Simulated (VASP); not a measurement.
Set up this calculation in VASP 6.6.1, as the native input.

```
Task                   : relaxation of cell and atoms
Functional             : PBE
Potentials or basis    : VASP PAW PBE potentials, release 64 (Sc_sv, Al, P)
Cutoff                 : 600 eV
k mesh                 : 6 × 6 × 4
Occupations            : gaussian, width 0.1 eV
Spin                   : no spin polarisation
Dipole correction      : no
Further INCAR settings : ALGO = Normal; EDIFF = 1e-07; IBRION = 2; EDIFFG = -0.04; NSW = 90; ISIF = 3
```

The structure of Sc2AlP3 lies in POSCAR:

```
Sc2AlP3
1.0
    4.0542218015      0.0000000000      0.0000000000
   -2.0271109008      3.5110590727      0.0000000000
    0.0000000000      0.0000000000      7.3569715516
Sc Al P
2 1 3
Direct
    0.6666666667      0.3333333333      0.2803191128
    0.6666666667      0.3333333333      0.7196808872
    0.0000000000      0.0000000000      0.0000000000
    0.0000000000      0.0000000000      0.5000000000
    0.3333333333      0.6666666667      0.0000000000
    0.3333333333      0.6666666667      0.5000000000
```

The cell was generated, and may not be a known phase.

The input as run:

INCAR

```
ALGO = Normal ; EDIFF = 1E-7
EDIFFG = -0.04 ; ENCUT = 600
GGA = PE ; IBRION = 2
ISIF = 3 ; ISMEAR = 0
LASPH = T ; LCHARG = F
LREAL = F ; LWAVE = F
NELM = 80 ; NSW = 90
PREC = Accurate ; SIGMA = 0.1
```

KPOINTS

```
k-points
0
Gamma
  6 6 4
```

Potentials or basis: VASP PAW PBE potentials, release 64 (Sc_sv, Al, P).

The run is started by

```sh
$ cat potpaw_PBE.64/Sc_sv/POTCAR potpaw_PBE.64/Al/POTCAR potpaw_PBE.64/P/POTCAR > POTCAR
$ mpirun -np 1 vasp_std > vasp.out
```

Results of the run:

```yaml
Relaxed_volume: 17.48 Å³/atom
Relaxed_cell: a = 4.071 Å, b = 4.071 Å, c = 7.309 Å, α = 90.00°, β = 90.00°, γ = 120.00°
Space_group_after_relaxing_to_0.1_Å: P-6m2 (No. 187)
Energy_gained_by_relaxing: 0.5 meV/atom
Ionic_steps: 3
Pressure_after_relaxing: -0.3 GPa
Largest_force_after_relaxing: 0.024 eV/Å
Band_gap_on_the_k_mesh: zero (bands 20 and 21 overlap by 1.83 eV)
```

It took 73 s on 1 thread of Intel(R) Xeon(R) Platinum 8559C (Emerald Rapids), on a shared host, peak memory 0.27 GiB.
